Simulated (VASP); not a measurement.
A run of VASP 6.6.1:

File INCAR:

```
SYSTEM = BaS
ALGO = Normal ; EDIFF = 1E-7
ENCUT = 520 ; GGA = PE
ISIF = 2 ; ISMEAR = -1
LASPH = .True. ; LCHARG = .False.
LREAL = .False. ; LWAVE = .False.
NBANDS = 15 ; NELM = 80
PREC = Accurate ; SIGMA = 0.02
```

KPOINTS

```
k-points
0
Gamma
  8 8 8
  0 0 0
```

File POSCAR:

```
BaS
1.0
    0.0638750000      3.2256875000      3.2256875000
    3.2256875000      0.0638750000      3.2256875000
    3.2256875000      3.2256875000      0.0638750000
Ba S
1 1
Direct
    0.0000000000      0.0000000000      0.0000000000
    0.5000000000      0.5000000000      0.5000000000
```

Potentials or basis: VASP PAW PBE potentials, release 64 (Ba_sv, S).

Command:

```bash
$ cat potpaw_PBE.64/Ba_sv/POTCAR potpaw_PBE.64/S/POTCAR > POTCAR
$ mpirun -np 1 vasp_std > vasp.out
```

Hardware: 1 thread of Intel Xeon 8259CL, with other jobs on the host.

Question: Estimate the wall time of this run.

Answer: It took 2.1 min on 1 thread of Intel Xeon 8259CL, on a shared host, peak memory 0.24 GiB. Counts: scf iterations 13, k points 65.
